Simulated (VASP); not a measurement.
# Mo (I4/mmm) in VASP: notebook

Runs on Mo. Level: PBE. Tasks: single point.

Everything below comes from runs of VASP 6.6.1. Logs are shortened: lines on timing, memory, paths and dates and some standing lists are left out, and cuts for length are marked.

### Step 1. The cell of the first run

The structure is tetragonal, space group I4/mmm (No. 139). Conventional cell: a = 3.239 Å, b = 3.239 Å, c = 3.318 Å, α = 90.00°, β = 90.00°, γ = 90.00°. Mo (site symmetry 4/mmm) has 14 Mo at 2.83 to 3.32 Å within 3.7 Å.

### Step 2. Single point, PBE (strain +0.025 along x and y, +0.050 along z)

The input, INCAR:

```
PREC = Accurate
ENCUT = 520
EDIFF = 1E-6
ISMEAR = 0
SIGMA = 0.15
LREAL = F
LASPH = T
NELM = 80
ALGO = Fast
ISIF = 2
LWAVE = F
LCHARG = F
GGA = PE
NBANDS = 13
```

The input, KPOINTS:

```
regular mesh
0
Gamma
  26 26 26
```

The input, POSCAR:

```
Mo
1.0
   -1.6197249211      1.6197249211      1.6592304070
    1.6197249211     -1.6197249211      1.6592304070
    1.6197249211      1.6197249211     -1.6592304070
Mo
1
Direct
    0.0000000000      0.0000000000      0.0000000000
```

Potentials or basis: VASP PAW PBE potentials, release 64 (Mo_sv).

Run with:

```sh
> cat potpaw_PBE.64/Mo_sv/POTCAR > POTCAR
> mpirun -np 1 vasp_std > vasp.out
```

OUTCAR:

```text
PREC = Accurate
   ENCUT = 520
   EDIFF = 1E-6
   ISMEAR = 0
   LREAL = F
   LASPH = T
   NELM = 80
   ISIF = 2
   GGA = PE

 ion  position               nearest neighbor table
   1  0.000  0.000  0.000-

  LATTYP: Found a body centered tetragonal cell.
 ALAT       =     3.2394498422
 C/A-ratio  =     1.0243902439

  Lattice vectors:

 A1 = (  -1.6197249211,   1.6197249211,   1.6592304070)
 A2 = (   1.6197249211,  -1.6197249211,   1.6592304070)
 A3 = (   1.6197249211,   1.6197249211,  -1.6592304070)

Analysis of symmetry for initial positions (statically):
=====================================================================
 Subroutine PRICEL returns:
 Original cell was already a primitive cell.

 Routine SETGRP: Setting up the symmetry group for a
 body centered tetragonal supercell.

 Subroutine GETGRP returns: Found 16 space group operations
 (whereof 16 operations were pure point group operations)
 out of a pool of 16 trial point group operations.

The static configuration has the point symmetry D_4h.

Analysis of symmetry for dynamics (positions and initial velocities):
=====================================================================
 Subroutine PRICEL returns:
 Original cell was already a primitive cell.

 Routine SETGRP: Setting up the symmetry group for a
 body centered tetragonal supercell.

 Subroutine GETGRP returns: Found 16 space group operations
 (whereof 16 operations were pure point group operations)
 out of a pool of 16 trial point group operations.

The dynamic configuration has the point symmetry D_4h.

 Subroutine INISYM returns: Found 16 space group operations
 (whereof 16 operations are pure point group operations),
 and found     1 'primitive' translations

----------------------------------------------------------------------------------------

                                     Primitive cell

  volume of cell :      17.4120

  direct lattice vectors                    reciprocal lattice vectors
    -1.619724921  1.619724921  1.659230407     0.000000000  0.308694392  0.301344526
     1.619724921 -1.619724921  1.659230407     0.308694392  0.000000000  0.301344526
     1.619724921  1.619724921 -1.659230407     0.308694392  0.308694392  0.000000000

  length of vectors
     2.828438294  2.828438294  2.828438294     0.431393963  0.431393963  0.436559796

  position of ions in fractional coordinates (direct lattice)
     0.000000000  0.000000000  0.000000000
[... 84 lines left out ...]
   POTIM  = 0.5000    time-step for ionic-motion
   TEBEG  =    0.0;   TEEND  =   0.0 temperature during run
   PSTRESS=    0.0 pullay stress
   NELECT =      14.0000    total number of electrons
   NUPDOWN=      -1.0000    fix difference up-down
   EMIN   =  10.00;   EMAX   =-10.00  energy-range for DOS
   EFERMI =   0.00;   METHOD = LEGACY
   ISMEAR =     0;   SIGMA  =   0.15  broadening in eV -4-tet -1-fermi 0-gaus
   EFERMI_NEDOS =   21; number of points for ismear=-14 and -15
   IALGO  =     68    algorithm
   IMIX   =      4    mixing-type and parameters
     AMIX     =   0.40;   BMIX     =  1.00
     AMIX_MAG =   1.60;   BMIX_MAG =  1.00
  volume/ion in A,a.u.               =      17.41       117.50
  Fermi-wavevector in a.u.,A,eV,Ry     =   1.522303  2.876736 31.530229  2.317406
  Thomas-Fermi vector in A             =   2.630901
   LORBIT       =      0    0 simple, 1 ext, 2 COOP (PROOUT), +10 PAW based schemes
   GGA     = PE    functional components
   LHFCALC =     F    Hartree Fock is set to
   AEXX    =    0.0000 exact exchange contribution
   IVDW    =     0    specifies the selected vdW correction
   LEPSILON=     F    determine dielectric tensor
   LRPA    =     F    only Hartree local field effects (RPA)
 non-spin polarized calculation
 RMM-DIIS sequential band-by-band and
 Gauss-broadening in eV      SIGMA  =   0.15
  energy-cutoff  :      520.00
  volume of cell :       17.41
 maximum number of plane-waves:       482
 NGX is ok and might be reduce to    24
   NGX = 11   NGY = 11   NGZ = 11

 number of electron      14.0000000 magnetization

 Free energy of the ion-electron system (eV)
  ---------------------------------------------------
  ext. energy  EPLUGINS =         0.00000000
  ---------------------------------------------------
  free energy    TOTEN  =       -10.82537044 eV

  energy without entropy =      -10.81807496  energy(sigma->0) =      -10.82172270

 E-fermi :  10.9189     XC(G=0): -12.7919

 val. band max:       10.9138443680   @ k =  -0.1923   0.1923   0.1923
 cond. band min:      10.9255198976   @ k =  -0.4615  -0.4615   0.0385
 fundamental gap:      0.0116755296
 Fermi energy:        10.9188717276

 k-point     1 :       0.0000    0.0000    0.0000
  band No.  band energies     occupation
      1     -50.3600      2.00000
      2     -23.8401      2.00000
      3     -23.8329      2.00000
      4     -23.8329      2.00000
      5       4.0816      2.00000
      6       9.6834      2.00000
      7       9.6834      2.00000
      8       9.9183      2.00000
      9      12.2473      0.00000
     10      12.5408      0.00000
     11      25.2980      0.00000
     12      25.7226      0.00000
     13      25.7226      0.00000
[... 354 lines left out ...]
  band No.  band energies     occupation
      1     -50.2060      2.00000
      2     -24.7400      2.00000
      3     -24.1238      2.00000
      4     -23.8422      2.00000
      5       6.3618      2.00000
      6       8.2315      2.00000
      7      11.0402      0.25274
      8      12.2483      0.00000
      9      12.8668      0.00000
     10      14.3567      0.00000
     11      22.0557      0.00000
     12      23.2707      0.00000
     13      28.1254      0.00000

 [... further k-points ...]

------------------------ aborting loop because EDIFF is reached ----------------------------------------

  FORCE on cell =-STRESS in cart. coord.  units (eV):
  Direction    XX          YY          ZZ          XY          YZ          ZX
  --------------------------------------------------------------------------------------
  -------------------------------------------------------------------------------------
  Total       -1.9791258     -1.9791258     -2.6032481      0.0000000     -0.0000000     -0.0000000
  in kB     -182.1104053   -182.1104053   -239.5393816      0.0000000     -0.0000000     -0.0000000
  external PRESSURE =    -201.2533974 kB  Pullay stress =       0.0000000 kB

 VOLUME and BASIS-vectors are now :
 -----------------------------------------------------------------------------
  energy-cutoff  :      520.00
  volume of cell :       17.41
      direct lattice vectors                 reciprocal lattice vectors
    -1.619724921  1.619724921  1.659230407     0.000000000  0.308694392  0.301344526
     1.619724921 -1.619724921  1.659230407     0.308694392  0.000000000  0.301344526
     1.619724921  1.619724921 -1.659230407     0.308694392  0.308694392  0.000000000

 POSITION                                       TOTAL-FORCE (eV/Angst)
 -----------------------------------------------------------------------------------
      0.00000      0.00000      0.00000         0.000000      0.000000     -0.000000
 -----------------------------------------------------------------------------------
    total drift:                               -0.000000      0.000000      0.000000

  FREE ENERGIE OF THE ION-ELECTRON SYSTEM (eV)
  ---------------------------------------------------
  free  energy   TOTEN  =       -10.8253704450 eV

  energy  without entropy=      -10.8180749570  energy(sigma->0) =      -10.82172270
```

stdout:

```text
POSCAR found type information on POSCAR Mo
 POSCAR found :  1 types and       1 ions
 scaLAPACK will be used
 LDA part: xc-table for (Slater+PW92), standard interpolation
 POSCAR, INCAR and KPOINTS ok, starting setup
 FFT: planning ... GRIDC
 FFT: planning ... GRID_SOFT
 FFT: planning ... GRID
 WAVECAR not read
 entering main loop
```

It took 2.5 min on 1 thread of Intel Xeon Platinum 8488C (Sapphire Rapids), shared host; peak memory 0.38 GiB.

What came out:

```
Free energy            : -10.8254 eV
Pressure               : -20.1 GPa
Band gap on the k mesh : zero (bands 7 and 8 overlap by 4.40 eV)
```

Levels at points of the mesh, in eV from the Fermi level:
```tsv
k point	band 4	band 5	band 6	band 7	band 8	band 9	band 10	band 11
(0.00, 0.00, 0.00)	-34.75	-6.84	-1.24	-1.24	-1.00	1.33	1.62	14.38
(0.50, 0.00, 0.00)	-34.76	-4.68	-2.82	1.25	1.32	1.99	4.02	10.03
(0.50, 0.50, 0.00)	-34.77	-4.70	-3.08	1.42	1.66	2.10	4.07	10.24
(0.50, 0.50, 0.50)	-35.43	-4.67	-4.62	3.36	3.44	3.44	7.89	8.50
```

Caveat: the cell differs from its parent crystal (strain +0.025 along x and y, +0.050 along z); the cell stands under tension.

### Step 3. Single point, PBE (strain +0.050 along x and y, +0.025 along z)

The input, INCAR:

```
SYSTEM = Mo
PREC = Accurate
ENCUT = 520
EDIFF = 1E-7
ISMEAR = 0
SIGMA = 0.15
LREAL = .FALSE.
LASPH = .TRUE.
NELM = 80
ALGO = Fast
ISIF = 2
LWAVE = .FALSE.
LCHARG = .FALSE.
GGA = PE
NBANDS = 13
```

The input, KPOINTS:

```
regular mesh
0
G
  26 26 26
  0 0 0
```

The input, POSCAR:

```
Mo
1.0
   -1.6592304070      1.6592304070      1.6197249211
    1.6592304070     -1.6592304070      1.6197249211
    1.6592304070      1.6592304070     -1.6197249211
Mo
1
Direct
    0.0000000000      0.0000000000      0.0000000000
```

Potentials or basis: VASP PAW PBE potentials, release 64 (Mo_sv).

Run with:

```sh
> cat potpaw_PBE.64/Mo_sv/POTCAR > POTCAR
> mpirun -np 1 vasp_std > vasp.out
```

OUTCAR:

```text
SYSTEM = Mo
   PREC = Accurate
   ENCUT = 520
   EDIFF = 1E-7
   ISMEAR = 0
   LREAL = .FALSE.
   LASPH = .TRUE.
   NELM = 80
   ISIF = 2
   GGA = PE

 ion  position               nearest neighbor table
   1  0.000  0.000  0.000-

  LATTYP: Found a body centered tetragonal cell.
 ALAT       =     3.3184608140
 C/A-ratio  =     0.9761904762

  Lattice vectors:

 A1 = (  -1.6592304070,   1.6592304070,   1.6197249211)
 A2 = (   1.6592304070,  -1.6592304070,   1.6197249211)
 A3 = (   1.6592304070,   1.6592304070,  -1.6197249211)

Analysis of symmetry for initial positions (statically):
=====================================================================
 Subroutine PRICEL returns:
 Original cell was already a primitive cell.

 Routine SETGRP: Setting up the symmetry group for a
 body centered tetragonal supercell.

 Subroutine GETGRP returns: Found 16 space group operations
 (whereof 16 operations were pure point group operations)
 out of a pool of 16 trial point group operations.

The static configuration has the point symmetry D_4h.

Analysis of symmetry for dynamics (positions and initial velocities):
=====================================================================
 Subroutine PRICEL returns:
 Original cell was already a primitive cell.

 Routine SETGRP: Setting up the symmetry group for a
 body centered tetragonal supercell.

 Subroutine GETGRP returns: Found 16 space group operations
 (whereof 16 operations were pure point group operations)
 out of a pool of 16 trial point group operations.

The dynamic configuration has the point symmetry D_4h.

 Subroutine INISYM returns: Found 16 space group operations
 (whereof 16 operations are pure point group operations),
 and found     1 'primitive' translations

----------------------------------------------------------------------------------------

                                     Primitive cell

  volume of cell :      17.8367

  direct lattice vectors                    reciprocal lattice vectors
    -1.659230407  1.659230407  1.619724921     0.000000000  0.301344526  0.308694392
[... 114 lines left out ...]
   LRPA    =     F    only Hartree local field effects (RPA)
 non-spin polarized calculation
 RMM-DIIS sequential band-by-band and
 Gauss-broadening in eV      SIGMA  =   0.15
  energy-cutoff  :      520.00
  volume of cell :       17.84
 maximum number of plane-waves:       490
 NGX is ok and might be reduce to    24
   NGX = 11   NGY = 11   NGZ = 11

 number of electron      14.0000002 magnetization

 Free energy of the ion-electron system (eV)
  ---------------------------------------------------
  ext. energy  EPLUGINS =         0.00000000
  ---------------------------------------------------
  free energy    TOTEN  =       -10.76675352 eV

  energy without entropy =      -10.75920459  energy(sigma->0) =      -10.76297905

 E-fermi :  10.5670     XC(G=0): -12.6609

 val. band max:       10.5670140145   @ k =  -0.1923   0.3077   0.1923
 cond. band min:      10.5697482093   @ k =  -0.1923   0.1538  -0.0000
 fundamental gap:      0.0027341948
 Fermi energy:        10.5670482493

 k-point     1 :       0.0000    0.0000    0.0000
  band No.  band energies     occupation
      1     -50.7184      2.00000
      2     -24.2341      2.00000
      3     -24.2341      2.00000
      4     -24.2245      2.00000
      5       3.8232      2.00000
      6       9.2908      2.00000
      7       9.5267      2.00000
      8       9.5267      2.00000
      9      11.8542      0.00000
     10      12.1470      0.00000
     11      25.0374      0.00000
     12      25.0374      0.00000
     13      25.4672      0.00000
[... 354 lines left out ...]
  band No.  band energies     occupation
      1     -50.5768      2.00000
      2     -25.0625      2.00000
      3     -24.5142      2.00000
      4     -24.2456      2.00000
      5       6.1268      2.00000
      6       7.8092      2.00000
      7      10.7451      0.09326
      8      12.0281      0.00000
      9      12.5621      0.00000
     10      13.8837      0.00000
     11      21.5682      0.00000
     12      22.7450      0.00000
     13      27.1540      0.00000

 [... further k-points ...]

------------------------ aborting loop because EDIFF is reached ----------------------------------------

  FORCE on cell =-STRESS in cart. coord.  units (eV):
  Direction    XX          YY          ZZ          XY          YZ          ZX
  --------------------------------------------------------------------------------------
  -------------------------------------------------------------------------------------
  Total       -2.8766118     -2.8766118     -2.2585355      0.0000000      0.0000000      0.0000000
  in kB     -258.3908870   -258.3908870   -202.8723479      0.0000000      0.0000000      0.0000000
  external PRESSURE =    -239.8847073 kB  Pullay stress =       0.0000000 kB

 VOLUME and BASIS-vectors are now :
 -----------------------------------------------------------------------------
  energy-cutoff  :      520.00
  volume of cell :       17.84
      direct lattice vectors                 reciprocal lattice vectors
    -1.659230407  1.659230407  1.619724921     0.000000000  0.301344526  0.308694392
     1.659230407 -1.659230407  1.619724921     0.301344526  0.000000000  0.308694392
     1.659230407  1.659230407 -1.619724921     0.301344526  0.301344526  0.000000000

 POSITION                                       TOTAL-FORCE (eV/Angst)
 -----------------------------------------------------------------------------------
      0.00000      0.00000      0.00000         0.000000      0.000000     -0.000000
 -----------------------------------------------------------------------------------
    total drift:                                0.000000      0.000000      0.000000

  FREE ENERGIE OF THE ION-ELECTRON SYSTEM (eV)
  ---------------------------------------------------
  free  energy   TOTEN  =       -10.7667535202 eV

  energy  without entropy=      -10.7592045896  energy(sigma->0) =      -10.76297905
```

It took 2.6 min on 1 thread of Intel Xeon Platinum 8488C (Sapphire Rapids), shared host; peak memory 0.38 GiB.

Results:

```
Free energy            : -10.7668 eV
Pressure               : -24.0 GPa
Band gap on the k mesh : zero (bands 7 and 8 overlap by 4.34 eV)
```

Stress tensor (GPa, compression positive):
```
-25.84   0.00   0.00
  0.00 -25.84   0.00
  0.00   0.00 -20.29
```

Caveat: the cell differs from its parent crystal (strain +0.050 along x and y, +0.025 along z); the cell stands under tension.

### Step 4. Single point, PBE (strain +0.025 along x and y, -0.025 along z)

The input, INCAR:

```
SYSTEM = Mo
  PREC = Accurate
  ENCUT = 520
  EDIFF = 1E-6
  ISMEAR = 0
  SIGMA = 0.15
  LREAL = .FALSE.
  LASPH = .TRUE.
  NELM = 80
  ALGO = Fast
  ISIF = 2
  LWAVE = .FALSE.
  LCHARG = .FALSE.
  GGA = PE
  NBANDS = 13
```

KPOINTS is that of step 3.

The input, POSCAR:

```
Mo
1.0
   -1.6197249211      1.6197249211      1.5407139493
    1.6197249211     -1.6197249211      1.5407139493
    1.6197249211      1.6197249211     -1.5407139493
Mo
1
Direct
    0.0000000000      0.0000000000      0.0000000000
```

Run with:

```sh
> cat potpaw_PBE.64/Mo_sv/POTCAR > POTCAR
> mpirun -np 1 vasp_std > vasp.out
```

Wall time 4.4 min (1 thread of AMD EPYC 9R14 (Zen 4), shared host); peak memory 0.33 GiB.

It converged, with:

```
Free energy            : -10.9088 eV
Pressure               : -5.0 GPa
Band gap on the k mesh : zero (bands 7 and 8 overlap by 4.94 eV)
```

Stress tensor (GPa, compression positive):
```
-9.84  0.00  0.00
 0.00 -9.84  0.00
 0.00  0.00  4.70
```

Levels at points of the mesh, in eV from the Fermi level:
```tsv
k point	band 5	band 6	band 7	band 8	band 9	band 10
(0.00, 0.00, 0.00)	-7.11	-1.65	-1.08	-1.08	1.22	1.94
(0.50, 0.00, 0.00)	-5.14	-3.42	1.66	1.66	2.53	4.53
(0.50, 0.50, 0.00)	-5.08	-2.82	1.14	1.26	1.99	4.44
(0.50, 0.50, 0.50)	-5.23	-5.12	3.75	3.75	3.91	8.38
```

Caveat: the cell differs from its parent crystal (strain +0.025 along x and y, -0.025 along z); the cell stands under tension.

### Step 5. Single point, PBE (strain +0.000 along x and y, +0.050 along z)

The input, INCAR:

```
SYSTEM = Mo
PREC = Accurate ; ENCUT = 520
EDIFF = 1E-6 ; ISMEAR = 0
SIGMA = 0.15 ; LREAL = .FALSE.
LASPH = .TRUE. ; NELM = 60
ALGO = Fast ; ISIF = 2
LWAVE = .FALSE. ; LCHARG = .TRUE.
GGA = PE ; LELF = .TRUE.
LVHAR = .TRUE. ; NBANDS = 13
```

KPOINTS is that of step 4.

The input, POSCAR:

```
Mo
1.0
   -1.5802194352      1.5802194352      1.6592304070
    1.5802194352     -1.5802194352      1.6592304070
    1.5802194352      1.5802194352     -1.6592304070
Mo
1
Direct
    0.0000000000      0.0000000000      0.0000000000
```

Run with:

```sh
> cat potpaw_PBE.64/Mo_sv/POTCAR > POTCAR
> mpirun -np 1 vasp_std > vasp.out
```

Run time: 4.3 min. Hardware: 1 thread of AMD EPYC 9R14 (Zen 4), shared host; peak memory 0.33 GiB.

The run converged. Its results:

| Quantity | Value |
| --- | --- |
| Free energy | -10.8911 eV |
| Pressure | -10.6 GPa |
| Band gap on the k mesh | zero (bands 7 and 8 overlap by 4.53 eV) |

Stress tensor (GPa, compression positive):
```
 -6.37   0.00   0.00
  0.00  -6.37   0.00
  0.00   0.00 -19.00
```

Levels at points of the mesh, in eV from the Fermi level:
| k point | band 5 | band 6 | band 7 | band 8 | band 9 | band 10 |
| --- | --- | --- | --- | --- | --- | --- |
| (0.00, 0.00, 0.00) | -7.03 | -1.39 | -1.39 | -0.90 | 1.22 | 1.85 |
| (0.50, 0.00, 0.00) | -4.95 | -2.93 | 1.20 | 1.32 | 2.19 | 4.30 |
| (0.50, 0.50, 0.00) | -5.01 | -3.47 | 1.68 | 1.99 | 2.36 | 4.42 |
| (0.50, 0.50, 0.50) | -5.05 | -4.94 | 3.56 | 3.72 | 3.72 | 7.81 |

Caveat: the cell differs from its parent crystal (strain +0.000 along x and y, +0.050 along z); the cell stands under tension.

[end of part 1 of 2]
